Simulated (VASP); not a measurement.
# Cd2Sb3As (P1) in VASP: notebook

The runs below take Cd2Sb3As through single point, relaxation of cell and atoms, with PBEsol.

All numbers are computed with VASP 6.6.1; they aren't measurements. Logs are shortened: lines on timing, memory, paths and dates and some standing lists are left out, and cuts for length are marked.

### Step 1. The cell of the first run

The typed cell holds 6 atoms: a = 4.060 Å, b = 4.056 Å, c = 10.629 Å, α = 90.02°, β = 89.95°, γ = 119.94°.

### Step 2. Single point, PBEsol

The input, INCAR:

```
PREC = Accurate
ENCUT = 520
EDIFF = 1E-7
ISMEAR = -1
SIGMA = 0.05
LREAL = False
LASPH = True
NELM = 100
ALGO = Normal
ISIF = 2
LWAVE = False
LCHARG = False
GGA = PS
NBANDS = 31
```

The input, KPOINTS:

```
regular mesh
0
Gamma
  6 6 2
```

The input, POSCAR:

```
Cd2Sb3As
1.0
    4.0597451316      0.0031452946      0.0017270878
   -2.0271532712      3.5132906824     -0.0006572059
    0.0045226371      0.0005477167     10.6288233179
Cd Sb As
2 3 1
Direct
    0.6689385199      0.3353787795      0.3625666907
    0.3355543074      0.6686039496      0.6386833385
    0.6689911912      0.3354915171      0.8218936870
    0.3353814326      0.6687680129      0.1793442139
    0.0024012383      0.0022012141      0.0006317119
    0.0023806520      0.0021697008      0.5006391535
```

Potentials or basis: VASP PAW PBE potentials, release 64 (Cd, Sb, As).

Command:

```console
$ cat potpaw_PBE.64/Cd/POTCAR potpaw_PBE.64/Sb/POTCAR potpaw_PBE.64/As/POTCAR > POTCAR
$ mpirun -np 1 vasp_std > vasp.out
```

OUTCAR:

```text
PREC = Accurate
   ENCUT = 520
   EDIFF = 1E-7
   ISMEAR = -1
   LREAL = False
   LASPH = True
   NELM = 100
   ISIF = 2
   GGA = PS

 ion  position               nearest neighbor table
   1  0.669  0.335  0.363-   6 2.76   6 2.77   6 2.77   4 3.05   4 3.05   4 3.05   2 3.75   2 3.76
                             2 3.76
   2  0.336  0.669  0.639-   6 2.76   6 2.76   6 2.77   3 3.05   3 3.05   3 3.05   1 3.75   1 3.76
                             1 3.76
   3  0.669  0.335  0.822-   5 3.02   5 3.02   5 3.02   2 3.05   2 3.05   2 3.05
   4  0.335  0.669  0.179-   5 3.02   5 3.02   5 3.02   1 3.05   1 3.05   1 3.05
   5  0.002  0.002  0.001-   4 3.02   4 3.02   3 3.02   3 3.02   3 3.02   4 3.02
   6  0.002  0.002  0.501-   2 2.76   1 2.76   2 2.76   1 2.77   1 2.77   2 2.77

  LATTYP: Found a triclinic cell.
 ALAT       =     4.0597467174
 B/A-ratio  =     0.9991204123
 C/A-ratio  =     2.6181003482
 COS(alpha) =     0.0003300471
 COS(beta)  =     0.0008509642
 COS(gamma) =     0.4990983933

  Lattice vectors:

 A1 = (  -4.0597451316,  -0.0031452946,  -0.0017270878)
 A2 = (  -2.0271532712,   3.5132906824,  -0.0006572059)
 A3 = (  -0.0045226371,  -0.0005477167, -10.6288233179)

Analysis of symmetry for initial positions (statically):
=====================================================================
 Subroutine PRICEL returns:
 Original cell was already a primitive cell.

 Routine SETGRP: Setting up the symmetry group for a
 triclinic supercell.

 Subroutine GETGRP returns: Found  1 space group operations
 (whereof  1 operations were pure point group operations)
 out of a pool of  2 trial point group operations.

The static configuration has the point symmetry C_1 .

Analysis of symmetry for dynamics (positions and initial velocities):
=====================================================================
 Subroutine PRICEL returns:
 Original cell was already a primitive cell.

 Routine SETGRP: Setting up the symmetry group for a
 triclinic supercell.

 Subroutine GETGRP returns: Found  1 space group operations
 (whereof  1 operations were pure point group operations)
 out of a pool of  2 trial point group operations.

The dynamic configuration has the point symmetry C_1 .

 Subroutine INISYM returns: Found  1 space group operations
 (whereof  1 operations are pure point group operations),
 and found     1 'primitive' translations

----------------------------------------------------------------------------------------

[... 102 lines left out ...]
   EDIFFG = 0.1E-05   stopping-criterion for IOM
   NSW    =      0    number of steps for IOM
   IBRION =     -1    ionic relax: 0-MD 1-quasi-New 2-CG
   NFREE  =      0    steps in history (QN), initial steepest desc. (CG)
   ISIF   =      2    stress and relaxation
   ISYM   =      2    0-nonsym 1-usesym 2-fastsym
   POTIM  = 0.5000    time-step for ionic-motion
   TEBEG  =    0.0;   TEEND  =   0.0 temperature during run
   PSTRESS=    0.0 pullay stress
   NELECT =      44.0000    total number of electrons
   NUPDOWN=      -1.0000    fix difference up-down
   EMIN   =  10.00;   EMAX   =-10.00  energy-range for DOS
   EFERMI =   0.00;   METHOD = LEGACY
   ISMEAR =    -1;   SIGMA  =   0.05  broadening in eV -4-tet -1-fermi 0-gaus
   EFERMI_NEDOS =   21; number of points for ismear=-14 and -15
   IALGO  =     38    algorithm
   IMIX   =      4    mixing-type and parameters
     AMIX     =   0.40;   BMIX     =  1.00
     AMIX_MAG =   1.60;   BMIX_MAG =  1.00
  volume/ion in A,a.u.               =      25.28       170.58
  Fermi-wavevector in a.u.,A,eV,Ry     =   1.083748  2.047987 15.980179  1.174510
  Thomas-Fermi vector in A             =   2.219822
   LORBIT       =      0    0 simple, 1 ext, 2 COOP (PROOUT), +10 PAW based schemes
   GGA     = PS    functional components
   LHFCALC =     F    Hartree Fock is set to
   AEXX    =    0.0000 exact exchange contribution
   IVDW    =     0    specifies the selected vdW correction
   LEPSILON=     F    determine dielectric tensor
   LRPA    =     F    only Hartree local field effects (RPA)
 non-spin polarized calculation
  energy-cutoff  :      520.00
  volume of cell :      151.67
 maximum number of plane-waves:      4122
   NGX = 15   NGY = 15   NGZ = 39

 number of electron      44.0000016 magnetization

 Free energy of the ion-electron system (eV)
  ---------------------------------------------------
  ext. energy  EPLUGINS =         0.00000000
  ---------------------------------------------------
  free energy    TOTEN  =       -20.87929961 eV

  energy without entropy =      -20.85604700  energy(sigma->0) =      -20.86767331

 E-fermi :   5.3686     XC(G=0): -10.2805

 val. band max:        5.3178450036   @ k =   0.1667   0.3333   0.5000
 cond. band min:       5.4302827224   @ k =  -0.3333   0.3333  -0.0000
 fundamental gap:      0.1124377188
 Fermi energy:         5.3686473023

 k-point     1 :       0.0000    0.0000    0.0000
  band No.  band energies     occupation
      1      -6.9403      2.00000
      2      -5.8846      2.00000
      3      -4.9658      2.00000
      4      -3.2702      2.00000
      5      -3.2690      2.00000
      6      -3.1855      2.00000
[... 805 lines left out ...]
     30      10.3120      0.00000
     31      11.8483      0.00000

 [... further k-points ...]

------------------------ aborting loop because EDIFF is reached ----------------------------------------

  FORCE on cell =-STRESS in cart. coord.  units (eV):
  Direction    XX          YY          ZZ          XY          YZ          ZX
  --------------------------------------------------------------------------------------
  -------------------------------------------------------------------------------------
  Total        0.2021635      0.2102452      0.2484723     -0.0138915      0.0024801     -0.0004630
  in kB        2.1356064      2.2209794      2.6248013     -0.1467468      0.0261987     -0.0048907
  external PRESSURE =       2.3271290 kB  Pullay stress =       0.0000000 kB

 VOLUME and BASIS-vectors are now :
 -----------------------------------------------------------------------------
  energy-cutoff  :      520.00
  volume of cell :      151.67
      direct lattice vectors                 reciprocal lattice vectors
     4.059745132  0.003145295  0.001727088     0.246210866  0.142062566 -0.000112085
    -2.027153271  3.513290682 -0.000657206    -0.000220416  0.284506255 -0.000014567
     0.004522637  0.000547717 10.628823318    -0.000040021 -0.000005492  0.094083809

 POSITION                                       TOTAL-FORCE (eV/Angst)
 -----------------------------------------------------------------------------------
      2.03750      1.18059      3.85459        -0.001325      0.000358     -0.020130
      0.00979      2.35041      6.78859         0.000855      0.002548      0.020192
      2.03956      1.18123      8.73670        -0.000388     -0.000569     -0.008910
      0.00668      2.35073      1.90636         0.002369      0.000411      0.009808
      0.00529      0.00774      0.00672        -0.001624     -0.000830     -0.000466
      0.00753      0.00790      5.32121         0.000114     -0.001918     -0.000494
 -----------------------------------------------------------------------------------
    total drift:                               -0.000504     -0.000686     -0.000527

  FREE ENERGIE OF THE ION-ELECTRON SYSTEM (eV)
  ---------------------------------------------------
  free  energy   TOTEN  =       -20.8792996116 eV

  energy  without entropy=      -20.8560470025  energy(sigma->0) =      -20.86767331
```

stdout:

```text
POSCAR found type information on POSCAR CdSbAs
 POSCAR found :  3 types and       6 ions
 scaLAPACK will be used
 -----------------------------------------------------------------------------
|                                                                             |
|                                                                             |
|     You enforced a specific xc type in the INCAR file but a different       |
|     I HOPE YOU KNOW WHAT YOU ARE DOING!                                     |
|                                                                             |
 -----------------------------------------------------------------------------

 LDA part: xc-table for (Slater+PW92), standard interpolation
 POSCAR, INCAR and KPOINTS ok, starting setup
 FFT: planning ... GRIDC
 FFT: planning ... GRID_SOFT
 FFT: planning ... GRID
 WAVECAR not read
 entering main loop
```

It took 2.9 min on 1 thread of Intel Xeon Platinum 8175M at 2.50GHz (Skylake/Cascade Lake), shared host; peak memory 0.36 GiB.

What came out:

| Quantity | Value |
| --- | --- |
| Free energy | -20.8793 eV |
| Pressure | 0.2 GPa |
| Largest force | 0.020 eV/Å |
| Band gap on the k mesh | zero (bands 22 and 23 overlap by 1.44 eV) |

Forces in eV/Å, atoms in the order of the input:
```
Cd  -0.001  0.000 -0.020
Cd   0.001  0.003  0.020
Sb   0.000 -0.001 -0.009
Sb   0.002  0.000  0.010
Sb  -0.002 -0.001  0.000
As   0.000 -0.002  0.000
```

Caveat: the PAW data sets were made with another functional, which shifts forces and pressure a little; spin-orbit coupling is left out, which moves the levels of the heavy elements.

### Step 3. Relaxation of cell and atoms, PBEsol

This run uses another cell than the first one, of 25.18 Å³/atom.

The input, INCAR:

```
PREC = Accurate ; ENCUT = 600
EDIFF = 1E-7 ; ISMEAR = -1
SIGMA = 0.05 ; LREAL = F
LASPH = T ; NELM = 100
ALGO = Normal ; ISIF = 3
LWAVE = F ; LCHARG = F
GGA = PS ; IBRION = 2
NSW = 100 ; EDIFFG = -0.01
```

The input, KPOINTS:

```
Automatic mesh
0
Gamma
  6 6 2
```

The input, POSCAR:

```
Cd2Sb3As
1.0
    4.0576881860      0.0344445509     -0.0210901741
   -1.9990142411      3.4770024457      0.0138017640
   -0.0552319995      0.0098481498     10.6557686408
Cd Sb As
2 3 1
Direct
    0.6650865822      0.3348457669      0.3583459920
    0.3517091524      0.6794525975      0.6402023576
    0.6613752715      0.3377847400      0.8252412857
    0.3370749814      0.6770572647      0.1785808476
   -0.0091634036     -0.0110750030      0.0044888875
    0.0075647575     -0.0054521922      0.4968994252
```

Potentials or basis: VASP PAW PBE potentials, release 64 (Cd, Sb, As).

Command:

```console
$ cat potpaw_PBE.64/Cd/POTCAR potpaw_PBE.64/Sb/POTCAR potpaw_PBE.64/As/POTCAR > POTCAR
$ mpirun -np 1 vasp_std > vasp.out
```

Wall time 26 min (1 thread of Intel Xeon Platinum 8175M at 2.50GHz (Skylake/Cascade Lake), shared host); peak memory 0.44 GiB.

Results (log left out):

```yaml
Free_energy: -20.8796 eV
Relaxed_volume: 25.35 Å³/atom
Relaxed_cell: a = 4.051 Å, b = 4.053 Å, c = 10.699 Å, α = 90.00°, β = 89.99°, γ = 120.02°
Space_group_after_relaxing_to_0.1_Å: P-3m1 (No. 164)
Energy_gained_by_relaxing: 5.3 meV/atom
Ionic_steps: 18
Pressure_after_relaxing: 0.0 GPa
Largest_force_after_relaxing: 0.009 eV/Å
Band_gap_on_the_k_mesh: zero (bands 22 and 23 overlap by 1.49 eV)
```

Forces on the atoms (eV/Å):
```
Cd  -0.002 -0.001 -0.003
Cd  -0.003 -0.002 -0.004
Sb   0.006  0.001 -0.002
Sb   0.001 -0.005  0.005
Sb   0.002  0.004  0.008
As  -0.004  0.002 -0.005
```

The path:
| step | energy change (eV) | largest force (eV/Å) | pressure (GPa) | volume (Å³) |
| --- | --- | --- | --- | --- |
| 1 | 0.0000 | 0.2954 | 0.61 | 151.07 |
| 2 | -0.0140 | 0.1984 | -0.37 | 153.17 |
| 3 | -0.0142 | 0.1881 | -0.48 | 153.44 |
| 4 | -0.0222 | 0.1239 | -0.15 | 152.56 |
| 5 | -0.0251 | 0.0992 | 0.23 | 151.63 |
| 6 | -0.0299 | 0.0599 | 0.06 | 151.98 |
| 7 | -0.0302 | 0.0714 | 0.00 | 152.11 |
| 8 | -0.0308 | 0.0490 | -0.01 | 152.15 |
| 9 | -0.0313 | 0.0251 | -0.02 | 152.21 |
| 10 | -0.0314 | 0.0255 | -0.02 | 152.22 |
| 11 | -0.0316 | 0.0216 | 0.02 | 152.12 |
| 12 | -0.0316 | 0.0222 | 0.02 | 152.11 |
| 13 | -0.0318 | 0.0144 | -0.03 | 152.21 |
| 14 | -0.0319 | 0.0174 | -0.07 | 152.28 |
| 15 | -0.0319 | 0.0170 | 0.01 | 152.05 |
| 16 | -0.0319 | 0.0171 | 0.01 | 152.07 |
| 17 | -0.0320 | 0.0126 | 0.01 | 152.07 |
| 18 | -0.0321 | 0.0092 | 0.01 | 152.10 |

Final structure:
```yaml
crystal:
  lattice:
    - [4.05088, -0.00134, 0.00019]
    - [-2.02651, 3.50992, 0.00009]
    - [0.00055, 0.00012, 10.69948]
  atoms:
    - { symbol: Cd, position: [0.66979, 0.33556, 0.36204] }
    - { symbol: Cd, position: [0.33629, 0.66877, 0.63945] }
    - { symbol: Sb, position: [0.66778, 0.33545, 0.82228] }
    - { symbol: Sb, position: [0.33476, 0.66915, 0.17875] }
    - { symbol: Sb, position: [0.00148, 0.00183, 0.00044] }
    - { symbol: As, position: [0.00354, 0.00185, 0.50081] }
```

Levels at points of the mesh, in eV from the Fermi level:
```csv
k point,band 18,band 19,band 20,band 21,band 22,band 23,band 24,band 25,band 26
"(0.00, 0.00, 0.00)",-0.46,-0.45,0.49,0.50,0.74,0.74,2.38,2.48,2.49
"(0.50, 0.00, 0.00)",-2.82,-2.41,-1.81,-1.44,-0.82,-0.23,0.95,1.19,3.19
"(0.00, 0.50, 0.00)",-2.82,-2.41,-1.82,-1.44,-0.81,-0.22,0.95,1.20,3.20
"(0.50, 0.50, 0.00)",-2.82,-2.41,-1.82,-1.44,-0.81,-0.22,0.95,1.20,3.20
"(0.00, 0.00, 0.50)",-0.45,0.41,0.41,0.87,0.87,1.08,1.77,2.35,2.36
"(0.50, 0.00, 0.50)",-3.43,-2.31,-1.33,-1.12,-0.59,0.25,0.51,1.81,2.43
"(0.00, 0.50, 0.50)",-3.43,-2.30,-1.33,-1.12,-0.59,0.25,0.52,1.81,2.44
"(0.50, 0.50, 0.50)",-3.43,-2.30,-1.33,-1.12,-0.59,0.25,0.52,1.81,2.44
```

Caveat: the PAW data sets were made with another functional, which shifts forces and pressure a little; spin-orbit coupling is left out, which moves the levels of the heavy elements.

The gap in the log of VASP goes by the Fermi energy; the results here count the filled bands.